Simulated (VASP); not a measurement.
# Zn (Fd-3m) in VASP: a series of runs

Zn is run at these levels: PBE; tasks: single point, relaxation of cell and atoms.

Program: VASP 6.6.1. These are calculated values, not measurements. Logs are shortened: lines on timing, memory, paths and dates and some standing lists are left out, and cuts for length are marked.

### Step 1. The cell of the first run

It takes space group Fd-3m (No. 227, cubic). The conventional cell has a = 5.176 Å, b = 5.176 Å, c = 5.176 Å, α = 90.00°, β = 90.00°, γ = 90.00°. Zn (site symmetry -43m) has 4 Zn at 2.24 Å within 3.0 Å.

### Step 2. Single point, PBE

The input, INCAR:

```
  PREC = Accurate
  ENCUT = 520
  EDIFF = 1E-6
  ISMEAR = 0
  SIGMA = 0.1
  LREAL = False
  LASPH = True
  NELM = 60
  ALGO = Normal
  ISIF = 2
  LWAVE = False
  LCHARG = True
  GGA = PE
  LELF = True
  LVHAR = True
  NBANDS = 19
```

The input, KPOINTS:

```
regular mesh
0
Gamma
  6 6 6
```

The input, POSCAR:

```
Zn
1.0
    0.0000000000      2.5878309705      2.5878309705
    2.5878309705      0.0000000000      2.5878309705
    2.5878309705      2.5878309705      0.0000000000
Zn
2
Direct
    0.5000000000      0.5000000000      0.5000000000
    0.7500000000      0.7500000000      0.7500000000
```

Potentials or basis: VASP PAW PBE potentials, release 64 (Zn).

Launch:

```bash
$ cat potpaw_PBE.64/Zn/POTCAR > POTCAR
$ mpirun -np 1 vasp_std > vasp.out
```

OUTCAR:

```text
PREC = Accurate
   ENCUT = 520
   EDIFF = 1E-6
   ISMEAR = 0
   LREAL = False
   LASPH = True
   NELM = 60
   ISIF = 2
   GGA = PE

 ion  position               nearest neighbor table
   1  0.500  0.500  0.500-   2 2.24   2 2.24   2 2.24   2 2.24
   2  0.750  0.750  0.750-   1 2.24   1 2.24   1 2.24   1 2.24

  LATTYP: Found a face centered cubic cell.
 ALAT       =     5.1756619410

  Lattice vectors:

 A1 = (   0.0000000000,   2.5878309705,   2.5878309705)
 A2 = (   2.5878309705,   0.0000000000,   2.5878309705)
 A3 = (   2.5878309705,   2.5878309705,   0.0000000000)

Analysis of symmetry for initial positions (statically):
=====================================================================
 Subroutine PRICEL returns:
 Original cell was already a primitive cell.

 Routine SETGRP: Setting up the symmetry group for a
 face centered cubic supercell.

 Subroutine GETGRP returns: Found 48 space group operations
 (whereof 24 operations were pure point group operations)
 out of a pool of 48 trial point group operations.

The static configuration has the point symmetry T_d .
 The point group associated with its full space group is O_h .

Analysis of symmetry for dynamics (positions and initial velocities):
=====================================================================
 Subroutine PRICEL returns:
 Original cell was already a primitive cell.

 Routine SETGRP: Setting up the symmetry group for a
 face centered cubic supercell.

 Subroutine GETGRP returns: Found 48 space group operations
 (whereof 24 operations were pure point group operations)
 out of a pool of 48 trial point group operations.

The dynamic configuration has the point symmetry T_d .
 The point group associated with its full space group is O_h .

 Subroutine INISYM returns: Found 48 space group operations
 (whereof 24 operations are pure point group operations),
 and found     1 'primitive' translations

----------------------------------------------------------------------------------------

                                     Primitive cell

  volume of cell :      34.6607

  direct lattice vectors                    reciprocal lattice vectors
     0.000000000  2.587830971  2.587830971    -0.193212001  0.193212001  0.193212001
     2.587830971  0.000000000  2.587830971     0.193212001 -0.193212001  0.193212001
     2.587830971  2.587830971  0.000000000     0.193212001  0.193212001 -0.193212001

  length of vectors
     3.659745656  3.659745656  3.659745656     0.334653002  0.334653002  0.334653002

  position of ions in fractional coordinates (direct lattice)
     0.500000000  0.500000000  0.500000000
     0.750000000  0.750000000  0.750000000

  ion indices of the primitive-cell ions
   primitive index   ion index
                 1           1
                 2           2

----------------------------------------------------------------------------------------

 KPOINTS: regular mesh

Automatic generation of k-mesh.
 Grid dimensions read from file:
 generate k-points for:    6    6    6

 Generating k-lattice:

  Cartesian coordinates                     Fractional coordinates (reciprocal lattice)
    -0.032202000  0.032202000  0.032202000     0.166666667  0.000000000  0.000000000
     0.032202000 -0.032202000  0.032202000     0.000000000  0.166666667  0.000000000
     0.032202000  0.032202000 -0.032202000     0.000000000  0.000000000  0.166666667

  Length of vectors
     0.055775500  0.055775500  0.055775500

  Shift w.r.t. Gamma in fractional coordinates (k-lattice)
     0.000000000  0.000000000  0.000000000

 Subroutine IBZKPT returns following result:
 ===========================================

 Found     16 irreducible k-points:

 Following reciprocal coordinates:
            Coordinates               Weight
  0.000000  0.000000  0.000000      1.000000
  0.166667  0.000000  0.000000      8.000000
  0.333333  0.000000  0.000000      8.000000
  0.500000  0.000000  0.000000      4.000000
  0.166667  0.166667  0.000000      6.000000
  0.333333  0.166667  0.000000     24.000000
[... 8 lines left out ...]
 -0.333333  0.333333  0.166667     24.000000
 -0.333333  0.500000  0.166667     12.000000
   k-points           NKPTS =     16   k-points in BZ     NKDIM =     16   number of bands    NBANDS=     19
   number of dos      NEDOS =    301   number of ions     NIONS =      2
   total plane-waves  NPLWV =  21952
   dimension x,y,z NGX =    28 NGY =   28 NGZ =   28
   dimension x,y,z NGXF=    56 NGYF=   56 NGZF=   56
   ions per type =               2
   NGX,Y,Z   is equivalent  to a cutoff of  12.72, 12.72, 12.72 a.u.
   NGXF,Y,Z  is equivalent  to a cutoff of  25.44, 25.44, 25.44 a.u.
 SYSTEM =  unknown system
   PREC   = accura    normal or accurate (medium, high low for compatibility)
   ISTART =      0    job   : 0-new  1-cont  2-samecut
   ICHARG =      2    charge: 1-file 2-atom 10-const
   ISPIN  =      1    spin polarized calculation?
   LNONCOLLINEAR =      F non collinear calculations
   LSORBIT =      F    spin-orbit coupling
   LASPH  =      T    aspherical Exc in radial PAW
   ENCUT  =  520.0 eV  38.22 Ry    6.18 a.u.   6.80  6.80  6.80*2*pi/ulx,y,z
   NELM   =     60;   NELMIN=  2; NELMDL= -5     # of ELM steps
   EDIFF  = 0.1E-05   stopping-criterion for ELM
   LREAL  =      F    real-space projection
   EDIFFG = 0.1E-04   stopping-criterion for IOM
   NSW    =      0    number of steps for IOM
   IBRION =     -1    ionic relax: 0-MD 1-quasi-New 2-CG
   NFREE  =      0    steps in history (QN), initial steepest desc. (CG)
   ISIF   =      2    stress and relaxation
   ISYM   =      2    0-nonsym 1-usesym 2-fastsym
   POTIM  = 0.5000    time-step for ionic-motion
   TEBEG  =    0.0;   TEEND  =   0.0 temperature during run
   PSTRESS=    0.0 pullay stress
   NELECT =      24.0000    total number of electrons
   NUPDOWN=      -1.0000    fix difference up-down
   EMIN   =  10.00;   EMAX   =-10.00  energy-range for DOS
   EFERMI =   0.00;   METHOD = LEGACY
   ISMEAR =     0;   SIGMA  =   0.10  broadening in eV -4-tet -1-fermi 0-gaus
   EFERMI_NEDOS =   21; number of points for ismear=-14 and -15
   IALGO  =     38    algorithm
   IMIX   =      4    mixing-type and parameters
     AMIX     =   0.40;   BMIX     =  1.00
     AMIX_MAG =   1.60;   BMIX_MAG =  1.00
  volume/ion in A,a.u.               =      17.33       116.95
  Fermi-wavevector in a.u.,A,eV,Ry     =   1.448325  2.736937 28.540194  2.097645
  Thomas-Fermi vector in A             =   2.566179
   LORBIT       =      0    0 simple, 1 ext, 2 COOP (PROOUT), +10 PAW based schemes
   GGA     = PE    functional components
   LHFCALC =     F    Hartree Fock is set to
   AEXX    =    0.0000 exact exchange contribution
   IVDW    =     0    specifies the selected vdW correction
   LEPSILON=     F    determine dielectric tensor
   LRPA    =     F    only Hartree local field effects (RPA)
 non-spin polarized calculation
 Gauss-broadening in eV      SIGMA  =   0.10
  energy-cutoff  :      520.00
  volume of cell :       34.66
 maximum number of plane-waves:       941
   NGX = 13   NGY = 13   NGZ = 13

 number of electron      23.9999976 magnetization

 Free energy of the ion-electron system (eV)
  ---------------------------------------------------
  ext. energy  EPLUGINS =         0.00000000
  ---------------------------------------------------
  free energy    TOTEN  =        -0.41764615 eV

  energy without entropy =       -0.40337875  energy(sigma->0) =       -0.41051245

 E-fermi :   1.9476     XC(G=0): -10.6125

 val. band max:        1.9309628129   @ k =  -0.3333   0.3333   0.1667
 cond. band min:       1.9729706913   @ k =   0.5000   0.3333   0.0000
 fundamental gap:      0.0420078784
 Fermi energy:         1.9476068672

 k-point     1 :       0.0000    0.0000    0.0000
  band No.  band energies     occupation
      1      -7.4783      2.00000
      2      -6.4399      2.00000
      3      -6.4399      2.00000
      4      -6.4399      2.00000
      5      -6.3961      2.00000
      6      -6.3961      2.00000
[... 11 lines left out ...]
     18      12.8879      0.00000
     19      13.2817      0.00000

 k-point     2 :       0.1667    0.0000    0.0000
  band No.  band energies     occupation
      1      -7.0608      2.00000
      2      -6.5243      2.00000
      3      -6.5243      2.00000
      4      -6.4200      2.00000
      5      -6.2635      2.00000
      6      -6.2635      2.00000
[... 11 lines left out ...]
     18      13.8251      0.00000
     19      14.9253      0.00000

 k-point     3 :       0.3333    0.0000    0.0000
  band No.  band energies     occupation
      1      -6.5205      2.00000
      2      -6.5205      2.00000
      3      -6.4700      2.00000
      4      -6.2217      2.00000
      5      -6.2135      2.00000
      6      -6.2135      2.00000
[... 11 lines left out ...]
     18      12.6737      0.00000
     19      16.6023      0.00000

 k-point     4 :       0.5000    0.0000    0.0000
  band No.  band energies     occupation
      1      -6.4759      2.00000
      2      -6.4758      2.00000
      3      -6.3892      2.00000
      4      -6.2545      2.00000
      5      -6.2545      2.00000
      6      -6.1702      2.00000
[... 11 lines left out ...]
     18      11.9837      0.00000
     19      19.7017      0.00000

 k-point     5 :       0.1667    0.1667    0.0000
  band No.  band energies     occupation
      1      -6.9100      2.00000
      2      -6.6128      2.00000
      3      -6.4415      2.00000
      4      -6.4415      2.00000
      5      -6.2920      2.00000
      6      -6.1540      2.00000
[... 11 lines left out ...]
     18      13.7343      0.00000
     19      16.1481      0.00000
[... 158 lines left out ...]
      2      -6.5182      2.00000
      3      -6.4636      2.00000
      4      -6.4636      2.00000
      5      -5.6498      2.00000
      6      -5.6498      2.00000
[... 11 lines left out ...]
     18      20.8415      0.00000
     19      21.9975      0.00000

 k-point    14 :       0.5000    0.3333    0.1667
  band No.  band energies     occupation
      1      -6.6430      2.00000
      2      -6.5785      2.00000
      3      -6.3389      2.00000
      4      -6.1064      2.00000
      5      -6.0858      2.00000
      6      -5.8939      2.00000
[... 11 lines left out ...]
     18      17.1642      0.00000
     19      18.1942      0.00000

 k-point    15 :      -0.3333    0.3333    0.1667
  band No.  band energies     occupation
      1      -6.6536      2.00000
      2      -6.6065      2.00000
      3      -6.2851      2.00000
      4      -6.0931      2.00000
      5      -6.0444      2.00000
      6      -5.8787      2.00000
[... 11 lines left out ...]
     18      15.1006      0.00000
     19      17.6687      0.00000

 k-point    16 :      -0.3333    0.5000    0.1667
  band No.  band energies     occupation
      1      -6.6373      2.00000
      2      -6.6373      2.00000
      3      -6.2544      2.00000
      4      -6.2544      2.00000
      5      -5.7906      2.00000
      6      -5.7906      2.00000
[... 11 lines left out ...]
     18      15.6128      0.00000
     19      21.8593      0.00000

------------------------ aborting loop because EDIFF is reached ----------------------------------------

  FORCE on cell =-STRESS in cart. coord.  units (eV):
  Direction    XX          YY          ZZ          XY          YZ          ZX
  --------------------------------------------------------------------------------------
  -------------------------------------------------------------------------------------
  Total        5.2213361      5.2213361      5.2213361      0.0000000      0.0000000      0.0000000
  in kB      241.3540094    241.3540094    241.3540094      0.0000000      0.0000000      0.0000000
  external PRESSURE =     241.3540094 kB  Pullay stress =       0.0000000 kB

 VOLUME and BASIS-vectors are now :
 -----------------------------------------------------------------------------
  energy-cutoff  :      520.00
  volume of cell :       34.66
      direct lattice vectors                 reciprocal lattice vectors
     0.000000000  2.587830971  2.587830971    -0.193212001  0.193212001  0.193212001
     2.587830971  0.000000000  2.587830971     0.193212001 -0.193212001  0.193212001
     2.587830971  2.587830971  0.000000000     0.193212001  0.193212001 -0.193212001

 POSITION                                       TOTAL-FORCE (eV/Angst)
 -----------------------------------------------------------------------------------
      2.58783      2.58783      2.58783        -0.000000     -0.000000     -0.000000
      3.88175      3.88175      3.88175         0.000000      0.000000      0.000000
 -----------------------------------------------------------------------------------
    total drift:                                0.000000      0.000000      0.000000

  FREE ENERGIE OF THE ION-ELECTRON SYSTEM (eV)
  ---------------------------------------------------
  free  energy   TOTEN  =        -0.4176461515 eV

  energy  without entropy=       -0.4033787506  energy(sigma->0) =       -0.41051245
```

Wall time 6.6 s (1 thread of AMD EPYC 9R45 (Zen 5), shared host); peak memory 0.11 GiB.

Results:

* Free energy: -0.4176 eV
* Pressure: 24.1 GPa
* Band gap on the k mesh: zero (band 12 reaches 9.05 eV, above the bottom of band 13 at 0.71 eV)

Levels at points of the mesh, in eV from the Fermi level:
```
           k point  band 9  band 10  band 11  band 12  band 13  band 14  band 15  band 16
(0.00, 0.00, 0.00)   -7.36    -6.92    -6.92     7.10     7.10     7.10     8.37     8.37
(0.50, 0.00, 0.00)   -6.96    -6.96    -4.86    -4.13     4.49     4.49     8.65     9.02
(0.50, 0.50, 0.00)   -6.88    -6.88    -3.37    -3.37     1.27     1.27     5.44     5.44
```

(Continued in part 2 of 2.)
